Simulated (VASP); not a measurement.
Bi:

```
CELL_PARAMETERS angstrom
3.67000 0.00000 0.00000
-1.83500 3.17831 0.00000
0.00000 0.00000 5.99311
ATOMIC_POSITIONS crystal
Bi 0.33333 0.66667 0.25000
Bi 0.66667 0.33333 0.75000
```

```yaml
Program: VASP 6.6.1
Task: relaxation of cell and atoms
Functional: PBEsol
Potentials_or_basis: VASP PAW PBE potentials, release 64 (Bi_d)
Cutoff: 500 eV
k_mesh: 6 × 6 × 4
Occupations: methfessel-paxton, width 0.05 eV
Spin: no spin polarisation
```

At the start: pressure -6.9 GPa; volume 34.95 Å³/atom.

Problem. Where does the relaxation end?

Solution. Over 7 steps the energy falls by 133.3 meV/atom and the volume is 29.82 Å³/atom (-14.7 %); space group P6_3/mmc (No. 194, to 0.05 Å).

The path:
| step | energy change (eV) | largest force (eV/Å) | pressure (GPa) | volume (Å³) |
| --- | --- | --- | --- | --- |
| 1 | 0.0000 | 0.0000 | -6.90 | 69.91 |
| 2 | -0.2114 | 0.0000 | 4.89 | 55.75 |
| 3 | -0.2636 | 0.0000 | 0.01 | 59.52 |
| 4 | -0.2635 | 0.0000 | 0.22 | 59.33 |
| 5 | -0.2665 | 0.0000 | 0.22 | 59.31 |
| 6 | -0.2665 | 0.0000 | 0.22 | 59.31 |
| 7 | -0.2666 | 0.0000 | -0.13 | 59.64 |

Final structure:
```
Bi
1.0
     3.44678    0.00000    0.00000
    -1.72339    2.98500    0.00000
     0.00000    0.00000    5.79644
Bi
2
Direct
  0.33333 0.66667 0.25000
  0.66667 0.33333 0.75000
```

Caveat: the PAW data sets were made with another functional, which shifts forces and pressure a little.
